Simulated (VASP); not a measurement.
# HfO2: single point with PBEsol

Crystal: HfO2.

```xyz
6
Lattice="4.5729 0.0000 0.0000 0.0000 4.5729 0.0000 0.0000 0.0000 3.2054" Properties=species:S:1:pos:R:3 pbc="T T T"
Hf    0.0000    0.0000    0.0000
Hf    2.2864    2.2864    1.6027
O     0.8915    3.6813    1.6027
O     1.3949    1.3949    0.0000
O     3.1780    3.1780    0.0000
O     3.6813    0.8915    1.6027
```

| Property | Result |
| --- | --- |
| Program | VASP 6.6.1 |
| Task | single point |
| Functional | PBEsol |
| Potentials or basis | VASP PAW PBE potentials, release 64 (Hf_pv, O) |
| Cutoff | 520 eV |
| k mesh | 4 × 4 × 6 |
| Occupations | gaussian, width 0.02 eV |
| Spin | no spin polarisation |
| Dipole correction | no |
| Further INCAR settings | ALGO = Normal; EDIFF = 1e-06; NBANDS = 31 |

```
Pressure               : 26.4 GPa
Largest force          : 0.394 eV/Å
Band gap on the k mesh : 4.18 eV, direct
```

Forces on the atoms (eV/Å):
```
Hf   0.000  0.000  0.000
Hf   0.000  0.000  0.000
O   -0.278  0.278  0.000
O    0.278  0.278  0.000
O   -0.278 -0.278  0.000
O    0.278 -0.278  0.000
```

Stress tensor (GPa, compression positive):
```
30.47  0.00  0.00
 0.00 30.47  0.00
 0.00  0.00 18.18
```

Levels at points of the mesh, in eV from the valence-band top:
| k point | band 18 | band 19 | band 20 | band 21 | band 22 | band 23 | band 24 | band 25 | band 26 | band 27 |
| --- | --- | --- | --- | --- | --- | --- | --- | --- | --- | --- |
| (0.00, 0.00, 0.00) | -1.77 | -0.76 | -0.28 | -0.28 | 0.00 | 4.18 | 4.30 | 5.69 | 5.89 | 5.89 |
| (0.50, 0.00, 0.00) | -2.86 | -1.70 | -1.70 | -0.73 | -0.73 | 5.01 | 5.01 | 6.76 | 6.76 | 7.06 |
| (0.50, 0.50, 0.00) | -1.91 | -1.20 | -1.20 | -0.50 | -0.50 | 4.61 | 4.61 | 5.99 | 5.99 | 7.21 |
| (0.00, 0.00, 0.50) | -2.65 | -1.63 | -1.63 | -0.86 | -0.86 | 6.00 | 6.00 | 6.30 | 6.30 | 6.84 |
| (0.50, 0.00, 0.50) | -1.93 | -1.77 | -1.77 | -0.97 | -0.97 | 4.46 | 4.46 | 6.47 | 6.47 | 7.80 |
| (0.50, 0.50, 0.50) | -1.60 | -1.25 | -1.25 | -0.43 | -0.43 | 5.57 | 5.57 | 6.45 | 6.45 | 6.61 |

Run time: 36 s on 1 thread of Intel(R) Xeon(R) Platinum 8375C CPU @ 2.90GHz (Ice Lake) (shared host), peak memory 0.19 GiB.

Caveat: the PAW data sets were made with another functional, which shifts forces and pressure a little; spin-orbit coupling is left out, which moves the levels of the heavy elements. A k mesh can miss the band edges.
